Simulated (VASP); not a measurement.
Write the native input for VASP 6.6.1 that does the following.

| Property | Result |
| --- | --- |
| Task | single point |
| Functional | r2SCAN |
| Potentials or basis | VASP PAW PBE potentials, release 64 (Si, C) |
| Cutoff | 520 eV |
| k mesh | 8 × 8 × 8 |
| Occupations | gaussian, width 0.01 eV |
| Spin | no spin polarisation |
| Dipole correction | no |
| Further INCAR settings | ALGO = Normal; EDIFF = 1e-07; NBANDS = 11 |

Crystal: SiC.

```xyz
2
Lattice="0.0000 2.1561 2.1561 2.1561 0.0000 2.1561 2.1561 2.1561 0.0000" Properties=species:S:1:pos:R:3 pbc="T T T"
Si    0.0000    0.0000    0.0000
C     1.0780    1.0780    1.0780
```

This cell differs from its parent crystal: volume changed by -3%.

These files were run (other wordings do the same):

POSCAR

```
SiC
1.0
    0.0000000000      2.1560503119      2.1560503119
    2.1560503119      0.0000000000      2.1560503119
    2.1560503119      2.1560503119      0.0000000000
Si C
1 1
Direct
    0.0000000000      0.0000000000      0.0000000000
    0.2500000000      0.2500000000      0.2500000000
```

INCAR.step1

```
ALGO = Normal
EDIFF = 1E-4
ENCUT = 520
GGA = PE
ISMEAR = 0
LASPH = True
LCHARG = False
LREAL = False
LWAVE = True
NBANDS = 11
NELM = 60
PREC = Accurate
SIGMA = 0.01
```

INCAR.step2

```
ALGO = Normal
EDIFF = 1E-7
ENCUT = 520
ISIF = 2
ISMEAR = 0
ISTART = 1
LASPH = True
LCHARG = False
LMIXTAU = True
LREAL = False
LWAVE = False
METAGGA = R2SCAN
NBANDS = 11
NELM = 60
PREC = Accurate
SIGMA = 0.01
```

KPOINTS

```
k-points
0
Gamma
  8 8 8
```

Potentials or basis: VASP PAW PBE potentials, release 64 (Si, C).

Run with:

```bash
$ cat potpaw_PBE.64/Si/POTCAR potpaw_PBE.64/C/POTCAR > POTCAR
$ cp INCAR.step1 INCAR
$ mpirun -np 1 vasp_std > vasp.out
$ cp INCAR.step2 INCAR
$ mpirun -np 1 vasp_std > vasp.out
```

Results of the run:

```json
{
  "Pressure": "7.2 GPa",
  "Band gap on the k mesh": "1.70 eV, indirect (least direct gap 5.10 eV)"
}
```

Caveat: the PAW data sets were made with another functional, which shifts forces and pressure a little.

Wall time 47 s on 1 thread of Intel Xeon 8259CL, with other jobs on the host, peak memory 0.14 GiB.
